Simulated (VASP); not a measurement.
Fe: single point with revPBE

The system is Fe.

```
CELL_PARAMETERS angstrom
0.00000 2.48376 2.48376
2.48376 0.00000 2.48376
2.48376 2.48376 0.00000
ATOMIC_POSITIONS crystal
Fe 0.12500 0.12500 0.12500
Fe 0.87500 0.87500 0.87500
```

This isn't the form of Fe at room conditions, which is bcc.

| Property | Result |
| --- | --- |
| Program | VASP 6.6.1 |
| Task | single point |
| Functional | revPBE |
| Potentials or basis | VASP PAW PBE potentials, release 64 (Fe_sv) |
| Cutoff | 600 eV |
| k mesh | 13 × 13 × 13 |
| Occupations | fermi-dirac, width 0.05 eV |
| Spin | collinear spin, antiferromagnetic start |
| Starting moments | [2.5, -2.5] μB |

```yaml
Pressure: -7.9 GPa
Band_gap_on_the_k_mesh: zero (filled and empty bands overlap)
Net_moment: 0.00 μB per cell
Valence_electrons_inside_the_program's_atomic_spheres: Fe 13.87
```

Levels at points of the mesh, in eV from the Fermi level:
Spin up:
```tsv
k point	band 12	band 13	band 14	band 15	band 16	band 17	band 18	band 19	band 20	band 21
(0.00, 0.00, 0.00)	-2.30	-2.30	-2.30	-0.35	-0.35	-0.35	1.15	1.15	13.66	13.66
```
Spin down:
| k point | band 13 | band 14 | band 15 | band 16 | band 17 | band 18 | band 19 | band 20 |
| --- | --- | --- | --- | --- | --- | --- | --- | --- |
| (0.00, 0.00, 0.00) | -2.30 | -2.30 | -0.35 | -0.35 | -0.35 | 1.15 | 1.15 | 13.66 |

Wall time 2.8 min on 1 thread of Intel(R) Xeon(R) Platinum 8488C (Sapphire Rapids), with other jobs on the host, peak memory 0.24 GiB.

Caveat: the cell stands under tension; the PAW data sets were made with another functional, which shifts forces and pressure a little.
